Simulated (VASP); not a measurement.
Input of a VASP 6.6.1 run:

The input INCAR:

```
SYSTEM = C
ALGO = Normal
EDIFF = 1E-6
EDIFFG = -0.02
ENCUT = 600
GGA = PE
IBRION = 2
ISIF = 3
ISMEAR = 0
LASPH = .True.
LCHARG = .False.
LREAL = .False.
LWAVE = .False.
NELM = 60
NSW = 80
PREC = Accurate
SIGMA = 0.02
```

File KPOINTS:

```
k-points
0
Gamma
  10 10 10
  0 0 0
```

Contents of POSCAR:

```
C
1.0
    0.0000000000      1.7858100736      1.7858100736
    1.7858100736      0.0000000000      1.7858100736
    1.7858100736      1.7858100736      0.0000000000
C
2
Direct
    0.0000000000      0.0000000000      0.0000000000
    0.2500000000      0.2500000000      0.2500000000
```

Potentials or basis: VASP PAW PBE potentials, release 64 (C).

The run is started by

```sh
$ cat potpaw_PBE.64/C/POTCAR > POTCAR
$ mpirun -np 1 vasp_std > vasp.out
```

Question: Predict the band gap on the k mesh.

Answer: 4.16 eV, indirect (least direct gap 5.58 eV).

Final structure:
```cif
data_structure
_symmetry_space_group_name_H-M 'P 1'
_symmetry_Int_Tables_number 1
_cell_length_a 2.5255
_cell_length_b 2.5255
_cell_length_c 2.5255
_cell_angle_alpha 60.000
_cell_angle_beta 60.000
_cell_angle_gamma 60.000
_cell_volume 11.39
loop_
_atom_site_label
_atom_site_type_symbol
_atom_site_fract_x
_atom_site_fract_y
_atom_site_fract_z
_atom_site_occupancy
C1 C 0.00000 0.00000 0.00000 1
C2 C 0.25000 0.25000 0.25000 1
```

Caveat: the relaxation stopped at its first step, so nothing moved. A k mesh can miss the band edges.
